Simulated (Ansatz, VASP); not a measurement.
**One calculation of SrTiO3, two programs**

```
Sr Ti O
1.0
     3.89114    0.00000    0.00000
     0.00000    3.89114    0.00000
     0.00000    0.00000    3.89114
Sr Ti O
1 1 3
Direct
  0.00000 0.00000 0.00000
  0.50000 0.50000 0.50000
  0.50000 0.00000 0.50000
  0.50000 0.50000 0.00000
  0.00000 0.50000 0.50000
```

Alike in both runs: functional PBEsol; k mesh 6 × 6 × 6; occupations gaussian, width 0.02 eV; no spin polarisation.

Ansatz relaxed the structure, and its values are those at the end. VASP's run is a single point on that final structure, the one shown.

```csv
,VASP,Ansatz
version,VASP 6.6.1,Ansatz 0.2.0
potentials or method,"VASP PAW PBE potentials, release 64 (Sr_sv, Ti_sv, O), cutoff 520 eV","scalar-relativistic, plane waves, PAW"
valence electrons in the cell,40,40
```

Ansatz gave:

- gap on the k mesh at the Fermi level (eV): 1.85
- least direct gap on the mesh (eV): 2.19
- pressure (GPa): 0.0

Q: Estimate VASP's values.

A: gap on the k mesh at the Fermi level (eV): 1.82; least direct gap on the mesh (eV): 2.17; pressure (GPa): 0.7.

VASP's potentials were made for PBE, not for PBEsol.
